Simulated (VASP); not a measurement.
# AgCl (P4/mmm) in VASP: a series of runs

Runs on AgCl. Level: PBEsol. Tasks: electric field gradients.

All numbers are computed with VASP 6.6.1; they aren't measurements. Logs are shortened: lines on timing, memory, paths and dates and some standing lists are left out, and cuts for length are marked.

### Step 1. The cell of the first run

It takes space group P4/mmm (No. 123, tetragonal). The conventional cell has a = 3.468 Å, b = 3.468 Å, c = 3.434 Å, α = 90.00°, β = 90.00°, γ = 90.00°. Within 3.9 Å of Ag (site symmetry 4/mmm) lie 8 Cl at 2.99 Å and 6 Ag at 3.43 to 3.47 Å. Cl (site symmetry 4/mmm) has 8 Ag at 2.99 Å and 6 Cl at 3.43 to 3.47 Å within 3.9 Å.

### Step 2. Electric field gradients, PBEsol (equal xx and yy strain of +1 %)

INCAR reads:

```
PREC = Accurate
ENCUT = 520
EDIFF = 1E-8
ISMEAR = -1
SIGMA = 0.01
LREAL = False
LASPH = True
NELM = 60
ALGO = Normal
ISIF = 2
LWAVE = False
LCHARG = False
GGA = PS
LEFG = True
NBANDS = 16
```

KPOINTS reads:

```
Automatic mesh
0
Gamma
  9 9 9
```

POSCAR reads:

```
AgCl
1.0
    3.4683127300      0.0000000000      0.0000000000
    0.0000000000      3.4683127300      0.0000000000
    0.0000000000      0.0000000000      3.4339730000
Ag Cl
1 1
Direct
    0.0000000000      0.0000000000      0.0000000000
    0.5000000000      0.5000000000      0.5000000000
```

Potentials or basis: VASP PAW PBE potentials, release 64 (Ag, Cl).

Command:

```sh
cat potpaw_PBE.64/Ag/POTCAR potpaw_PBE.64/Cl/POTCAR > POTCAR
mpirun -np 1 vasp_std > vasp.out
```

OUTCAR:

```text
PREC = Accurate
   ENCUT = 520
   EDIFF = 1E-8
   ISMEAR = -1
   LREAL = False
   LASPH = True
   NELM = 60
   ISIF = 2
   GGA = PS

 ion  position               nearest neighbor table
   1  0.000  0.000  0.000-   2 2.99   2 2.99   2 2.99   2 2.99   2 2.99   2 2.99   2 2.99   2 2.99

   2  0.500  0.500  0.500-   1 2.99   1 2.99   1 2.99   1 2.99   1 2.99   1 2.99   1 2.99   1 2.99

  LATTYP: Found a simple tetragonal cell.
 ALAT       =     3.4683127300
 C/A-ratio  =     0.9900990099

  Lattice vectors:

 A1 = (   3.4683127300,   0.0000000000,   0.0000000000)
 A2 = (   0.0000000000,   3.4683127300,   0.0000000000)
 A3 = (   0.0000000000,   0.0000000000,   3.4339730000)

Analysis of symmetry for initial positions (statically):
=====================================================================
 Subroutine PRICEL returns:
 Original cell was already a primitive cell.

 Routine SETGRP: Setting up the symmetry group for a
 simple tetragonal supercell.

 Subroutine GETGRP returns: Found 16 space group operations
 (whereof 16 operations were pure point group operations)
 out of a pool of 16 trial point group operations.

The static configuration has the point symmetry D_4h.

Analysis of symmetry for dynamics (positions and initial velocities):
=====================================================================
 Subroutine PRICEL returns:
 Original cell was already a primitive cell.

 Routine SETGRP: Setting up the symmetry group for a
 simple tetragonal supercell.

 Subroutine GETGRP returns: Found 16 space group operations
 (whereof 16 operations were pure point group operations)
 out of a pool of 16 trial point group operations.

The dynamic configuration has the point symmetry D_4h.

 Subroutine INISYM returns: Found 16 space group operations
 (whereof 16 operations are pure point group operations),
 and found     1 'primitive' translations

----------------------------------------------------------------------------------------

                                     Primitive cell

  volume of cell :      41.3079

  direct lattice vectors                    reciprocal lattice vectors
     3.468312730  0.000000000  0.000000000     0.288324634  0.000000000  0.000000000
     0.000000000  3.468312730  0.000000000     0.000000000  0.288324634  0.000000000
     0.000000000  0.000000000  3.433973000     0.000000000  0.000000000  0.291207881

  length of vectors
     3.468312730  3.468312730  3.433973000     0.288324634  0.288324634  0.291207881

  position of ions in fractional coordinates (direct lattice)
     0.000000000  0.000000000  0.000000000
     0.500000000  0.500000000  0.500000000

  ion indices of the primitive-cell ions
   primitive index   ion index
                 1           1
                 2           2

----------------------------------------------------------------------------------------

 KPOINTS: Automatic mesh

Automatic generation of k-mesh.
 Grid dimensions read from file:
 generate k-points for:    9    9    9

 Generating k-lattice:

  Cartesian coordinates                     Fractional coordinates (reciprocal lattice)
     0.032036070  0.000000000  0.000000000     0.111111111  0.000000000  0.000000000
     0.000000000  0.032036070  0.000000000     0.000000000  0.111111111  0.000000000
     0.000000000  0.000000000  0.032356431     0.000000000  0.000000000  0.111111111

  Length of vectors
     0.032036070  0.032036070  0.032356431

  Shift w.r.t. Gamma in fractional coordinates (k-lattice)
     0.000000000  0.000000000  0.000000000

 Subroutine IBZKPT returns following result:
 ===========================================

 Found     75 irreducible k-points:

 Following reciprocal coordinates:
            Coordinates               Weight
  0.000000  0.000000  0.000000      1.000000
  0.111111  0.000000  0.000000      4.000000
  0.222222  0.000000  0.000000      4.000000
  0.333333  0.000000  0.000000      4.000000
  0.444444  0.000000  0.000000      4.000000
  0.111111  0.111111  0.000000      4.000000
[... 16 lines left out ...]
  0.333333  0.111111  0.111111     16.000000
  0.444444  0.111111  0.111111     16.000000
 [... further k-points ...]
   k-points           NKPTS =     75   k-points in BZ     NKDIM =     75   number of bands    NBANDS=     16
   number of dos      NEDOS =    301   number of ions     NIONS =      2
   total plane-waves  NPLWV =  21952
   dimension x,y,z NGX =    28 NGY =   28 NGZ =   28
   dimension x,y,z NGXF=    56 NGYF=   56 NGZF=   56
   ions per type =               1   1
   NGX,Y,Z   is equivalent  to a cutoff of  13.42, 13.42, 13.56 a.u.
   NGXF,Y,Z  is equivalent  to a cutoff of  26.84, 26.84, 27.11 a.u.
 SYSTEM =  unknown system
   PREC   = accura    normal or accurate (medium, high low for compatibility)
   ISTART =      0    job   : 0-new  1-cont  2-samecut
   ICHARG =      2    charge: 1-file 2-atom 10-const
   ISPIN  =      1    spin polarized calculation?
   LNONCOLLINEAR =      F non collinear calculations
   LSORBIT =      F    spin-orbit coupling
   LASPH  =      T    aspherical Exc in radial PAW
   ENCUT  =  520.0 eV  38.22 Ry    6.18 a.u.   6.45  6.45  6.38*2*pi/ulx,y,z
   NELM   =     60;   NELMIN=  2; NELMDL= -5     # of ELM steps
   EDIFF  = 0.1E-07   stopping-criterion for ELM
   LREAL  =      F    real-space projection
   EDIFFG = 0.1E-06   stopping-criterion for IOM
   NSW    =      0    number of steps for IOM
   IBRION =     -1    ionic relax: 0-MD 1-quasi-New 2-CG
   NFREE  =      0    steps in history (QN), initial steepest desc. (CG)
   ISIF   =      2    stress and relaxation
   ISYM   =      2    0-nonsym 1-usesym 2-fastsym
   POTIM  = 0.5000    time-step for ionic-motion
   TEBEG  =    0.0;   TEEND  =   0.0 temperature during run
   PSTRESS=    0.0 pullay stress
   NELECT =      18.0000    total number of electrons
   NUPDOWN=      -1.0000    fix difference up-down
   EMIN   =  10.00;   EMAX   =-10.00  energy-range for DOS
   EFERMI =   0.00;   METHOD = LEGACY
   ISMEAR =    -1;   SIGMA  =   0.01  broadening in eV -4-tet -1-fermi 0-gaus
   EFERMI_NEDOS =   21; number of points for ismear=-14 and -15
   IALGO  =     38    algorithm
   IMIX   =      4    mixing-type and parameters
     AMIX     =   0.40;   BMIX     =  1.00
     AMIX_MAG =   1.60;   BMIX_MAG =  1.00
  volume/ion in A,a.u.               =      20.65       139.38
  Fermi-wavevector in a.u.,A,eV,Ry     =   1.241141  2.345417 20.958844  1.540432
  Thomas-Fermi vector in A             =   2.375552
   LORBIT       =      0    0 simple, 1 ext, 2 COOP (PROOUT), +10 PAW based schemes
   GGA     = PS    functional components
   LHFCALC =     F    Hartree Fock is set to
   AEXX    =    0.0000 exact exchange contribution
   IVDW    =     0    specifies the selected vdW correction
   LEPSILON=     F    determine dielectric tensor
   LRPA    =     F    only Hartree local field effects (RPA)
 non-spin polarized calculation
  energy-cutoff  :      520.00
  volume of cell :       41.31
 maximum number of plane-waves:      1132
 NGX is ok and might be reduce to    28
   NGX = 13   NGY = 13   NGZ = 13

 number of electron      18.0000000 magnetization

 Free energy of the ion-electron system (eV)
  ---------------------------------------------------
  ext. energy  EPLUGINS =         0.00000000
  ---------------------------------------------------
  free energy    TOTEN  =        -5.73910713 eV

  energy without entropy =       -5.73910713  energy(sigma->0) =       -5.73910713

 E-fermi :   3.7695     XC(G=0): -10.5122

 val. band max:        3.5298304425   @ k =   0.4444   0.0000   0.0000
 cond. band min:       3.9532116892   @ k =   0.0000   0.0000   0.0000
 fundamental gap:      0.4233812467
 Fermi energy:         3.7695116375

 k-point     1 :       0.0000    0.0000    0.0000
  band No.  band energies     occupation
      1     -10.9053      2.00000
      2       0.8617      2.00000
      3       0.8793      2.00000
      4       1.7813      2.00000
      5       1.7921      2.00000
      6       1.7921      2.00000
[... 8 lines left out ...]
     15      17.0066      0.00000
     16      19.8106      0.00000

 k-point     2 :       0.1111    0.0000    0.0000
  band No.  band energies     occupation
      1     -10.8579      2.00000
      2       0.7147      2.00000
      3       0.8824      2.00000
      4       1.4665      2.00000
      5       1.5109      2.00000
      6       1.6643      2.00000
[... 8 lines left out ...]
     15      16.5507      0.00000
     16      19.8702      0.00000
[... 387 lines left out ...]
      5       1.1172      2.00000
      6       1.7029      2.00000
[... 8 lines left out ...]
     15      17.8755      0.00000
     16      19.4252      0.00000

 k-point    24 :       0.4444    0.1111    0.1111
  band No.  band energies     occupation
      1     -10.4105      2.00000
      2      -1.1097      2.00000
      3       0.5825      2.00000
      4       0.9650      2.00000
      5       1.0988      2.00000
      6       1.7439      2.00000
[... 8 lines left out ...]
     15      18.3801      0.00000
     16      20.0505      0.00000

 [... further k-points ...]
[... 5 lines left out ...]
  --------------------------------------------------------------------------------------
  -------------------------------------------------------------------------------------
  Total       -1.4300165     -1.4300165     -1.3136730      0.0000000      0.0000000      0.0000000
  in kB      -55.4649007    -55.4649007    -50.9523794      0.0000000      0.0000000      0.0000000
  external PRESSURE =     -53.9607269 kB  Pullay stress =       0.0000000 kB

 VOLUME and BASIS-vectors are now :
 -----------------------------------------------------------------------------
  energy-cutoff  :      520.00
  volume of cell :       41.31
      direct lattice vectors                 reciprocal lattice vectors
     3.468312730  0.000000000  0.000000000     0.288324634  0.000000000  0.000000000
     0.000000000  3.468312730  0.000000000     0.000000000  0.288324634  0.000000000
     0.000000000  0.000000000  3.433973000     0.000000000  0.000000000  0.291207881

 POSITION                                       TOTAL-FORCE (eV/Angst)
 -----------------------------------------------------------------------------------
      0.00000      0.00000      0.00000         0.000000      0.000000      0.000000
      1.73416      1.73416      1.71699         0.000000      0.000000      0.000000
 -----------------------------------------------------------------------------------
    total drift:                               -0.000000      0.000000      0.000000

  FREE ENERGIE OF THE ION-ELECTRON SYSTEM (eV)
  ---------------------------------------------------
  free  energy   TOTEN  =        -5.7391071272 eV

  energy  without entropy=       -5.7391071272  energy(sigma->0) =       -5.73910713

 Electric field gradients (V/A^2)
---------------------------------------------------------------------
 ion       V_xx      V_yy      V_zz      V_xy      V_xz      V_yz
---------------------------------------------------------------------
   1      -0.480    -0.480     0.959     0.000    -0.000    -0.000
   2       2.288     2.288    -4.577     0.000     0.000    -0.000
---------------------------------------------------------------------

 Electric field gradients after diagonalization (V/A^2)
 (convention: |V_zz| > |V_xx| > |V_yy|)
----------------------------------------------------------------------
 ion       V_xx      V_yy      V_zz     asymmetry (V_yy - V_xx)/ V_zz
----------------------------------------------------------------------
   1      -0.480    -0.480     0.959       0.000
   2       2.288     2.288    -4.577       0.000
----------------------------------------------------------------------

           NMR quadrupolar parameters

 Cq : quadrupolar parameter    Cq=e*Q*V_zz/h
 eta: asymmetry parameters     (V_yy - V_xx)/ V_zz
 Q  : nuclear electric quadrupole moment in mb (millibarn)
----------------------------------------------------------------------
 ion       Cq(MHz)       eta       Q (mb)
----------------------------------------------------------------------
   1       0.002       0.000       1.000
   2      -0.011       0.000       1.000
----------------------------------------------------------------------
```

Run time: 34 s. Hardware: 1 thread of Intel Xeon 6975P-C, shared host; peak memory 0.19 GiB.

Results:

| Property | Result |
| --- | --- |
| Free energy | -5.7391 eV |
| Pressure | -5.4 GPa |
| Band gap on the k mesh | 0.42 eV, indirect (least direct gap 1.81 eV) |

Stress tensor (GPa, compression positive):
```
-5.55  0.00  0.00
 0.00 -5.55  0.00
 0.00  0.00 -5.10
```

Electric field gradients, principal values (V/Å²):
```tsv
atom	least	middle	greatest (by size)
1 Ag	-0.480	-0.480	0.959
2 Cl	2.288	2.288	-4.577
```

Caveat: the cell differs from its parent crystal (equal xx and yy strain of +1 %); without QUAD_EFG the Cq values of the log hold for a quadrupole moment of 1 mb, not for the nuclei; the PAW data sets were made with another functional, which shifts forces and pressure a little.

### Step 3. Electric field gradients, PBEsol (equal xx and yy strain of +3 %)

INCAR reads:

```
SYSTEM = AgCl
  PREC = Accurate
  ENCUT = 520
  EDIFF = 1E-8
  ISMEAR = -1
  SIGMA = 0.01
  LREAL = .False.
  LASPH = .True.
  NELM = 60
  ALGO = Normal
  ISIF = 2
  LWAVE = .False.
  LCHARG = .False.
  GGA = PS
  LEFG = .True.
  NBANDS = 16
```

KPOINTS reads:

```
regular mesh
0
Gamma
  9 9 9
  0 0 0
```

POSCAR reads:

```
AgCl
1.0
    3.5369921900      0.0000000000      0.0000000000
    0.0000000000      3.5369921900      0.0000000000
    0.0000000000      0.0000000000      3.4339730000
Ag Cl
1 1
Direct
    0.0000000000      0.0000000000      0.0000000000
    0.5000000000      0.5000000000      0.5000000000
```

Potentials or basis: VASP PAW PBE potentials, release 64 (Ag, Cl).

Command:

```sh
cat potpaw_PBE.64/Ag/POTCAR potpaw_PBE.64/Cl/POTCAR > POTCAR
mpirun -np 1 vasp_std > vasp.out
```

OUTCAR:

```text
SYSTEM = AgCl
   PREC = Accurate
   ENCUT = 520
   EDIFF = 1E-8
   ISMEAR = -1
   LREAL = .False.
   LASPH = .True.
   NELM = 60
   ISIF = 2
   GGA = PS

 ion  position               nearest neighbor table
   1  0.000  0.000  0.000-   2 3.03   2 3.03   2 3.03   2 3.03   2 3.03   2 3.03   2 3.03   2 3.03

   2  0.500  0.500  0.500-   1 3.03   1 3.03   1 3.03   1 3.03   1 3.03   1 3.03   1 3.03   1 3.03

  LATTYP: Found a simple tetragonal cell.
 ALAT       =     3.5369921900
 C/A-ratio  =     0.9708737864

  Lattice vectors:

 A1 = (   3.5369921900,   0.0000000000,   0.0000000000)
 A2 = (   0.0000000000,   3.5369921900,   0.0000000000)
 A3 = (   0.0000000000,   0.0000000000,   3.4339730000)

Analysis of symmetry for initial positions (statically):
=====================================================================
 Subroutine PRICEL returns:
 Original cell was already a primitive cell.

 Routine SETGRP: Setting up the symmetry group for a
 simple tetragonal supercell.

 Subroutine GETGRP returns: Found 16 space group operations
 (whereof 16 operations were pure point group operations)
 out of a pool of 16 trial point group operations.

The static configuration has the point symmetry D_4h.

Analysis of symmetry for dynamics (positions and initial velocities):
=====================================================================
 Subroutine PRICEL returns:
 Original cell was already a primitive cell.

 Routine SETGRP: Setting up the symmetry group for a
 simple tetragonal supercell.

 Subroutine GETGRP returns: Found 16 space group operations
 (whereof 16 operations were pure point group operations)
 out of a pool of 16 trial point group operations.

[... 153 lines left out ...]
 Fermi energy:         3.3088323286

 k-point     1 :       0.0000    0.0000    0.0000
  band No.  band energies     occupation
      1     -11.1405      2.00000
      2       0.5214      2.00000
      3       0.5753      2.00000
      4       1.3756      2.00000
      5       1.4052      2.00000
      6       1.4052      2.00000
[... 433 lines left out ...]
      3       0.2902      2.00000
      4       0.6732      2.00000
      5       0.7447      2.00000
      6       1.3566      2.00000
[... 8 lines left out ...]
     15      17.8832      0.00000
     16      19.4128      0.00000

 [... further k-points ...]
[... 5 lines left out ...]
  --------------------------------------------------------------------------------------
  -------------------------------------------------------------------------------------
  Total       -1.8667467     -1.8667467     -1.5217156      0.0000000      0.0000000     -0.0000000
  in kB      -69.6194988    -69.6194988    -56.7517142      0.0000000      0.0000000     -0.0000000
  external PRESSURE =     -65.3302373 kB  Pullay stress =       0.0000000 kB

 VOLUME and BASIS-vectors are now :
 -----------------------------------------------------------------------------
  energy-cutoff  :      520.00
  volume of cell :       42.96
      direct lattice vectors                 reciprocal lattice vectors
     3.536992190  0.000000000  0.000000000     0.282726098  0.000000000  0.000000000
     0.000000000  3.536992190  0.000000000     0.000000000  0.282726098  0.000000000
     0.000000000  0.000000000  3.433973000     0.000000000  0.000000000  0.291207881

 POSITION                                       TOTAL-FORCE (eV/Angst)
 -----------------------------------------------------------------------------------
      0.00000      0.00000      0.00000         0.000000      0.000000      0.000000
      1.76850      1.76850      1.71699         0.000000      0.000000      0.000000
 -----------------------------------------------------------------------------------
    total drift:                               -0.000000      0.000000      0.000000

  FREE ENERGIE OF THE ION-ELECTRON SYSTEM (eV)
  ---------------------------------------------------
  free  energy   TOTEN  =        -5.6751190416 eV

  energy  without entropy=       -5.6751190416  energy(sigma->0) =       -5.67511904

 Electric field gradients (V/A^2)
---------------------------------------------------------------------
 ion       V_xx      V_yy      V_zz      V_xy      V_xz      V_yz
---------------------------------------------------------------------
   1      -1.416    -1.416     2.832     0.000     0.000     0.000
   2       6.605     6.605   -13.211     0.000     0.000     0.000
---------------------------------------------------------------------

 Electric field gradients after diagonalization (V/A^2)
 (convention: |V_zz| > |V_xx| > |V_yy|)
----------------------------------------------------------------------
 ion       V_xx      V_yy      V_zz     asymmetry (V_yy - V_xx)/ V_zz
----------------------------------------------------------------------
   1      -1.416    -1.416     2.832       0.000
   2       6.605     6.605   -13.211       0.000
----------------------------------------------------------------------

           NMR quadrupolar parameters

 Cq : quadrupolar parameter    Cq=e*Q*V_zz/h
 eta: asymmetry parameters     (V_yy - V_xx)/ V_zz
 Q  : nuclear electric quadrupole moment in mb (millibarn)
----------------------------------------------------------------------
 ion       Cq(MHz)       eta       Q (mb)
----------------------------------------------------------------------
   1       0.007       0.000       1.000
   2      -0.032       0.000       1.000
----------------------------------------------------------------------
```

Wall time 37 s (1 thread of Intel Xeon 6975P-C, shared host); peak memory 0.19 GiB.

What came out:

```yaml
Free_energy: -5.6751 eV
Pressure: -6.5 GPa
Band_gap_on_the_k_mesh: 0.39 eV, indirect (least direct gap 1.56 eV)
```

Electric field gradients, principal values (V/Å²):
```tsv
atom	least	middle	greatest (by size)
1 Ag	-1.416	-1.416	2.832
2 Cl	6.605	6.605	-13.211
```

Caveat: the cell differs from its parent crystal (equal xx and yy strain of +3 %); without QUAD_EFG the Cq values of the log hold for a quadrupole moment of 1 mb, not for the nuclei; the PAW data sets were made with another functional, which shifts forces and pressure a little.

(Continued in part 2 of 2.)
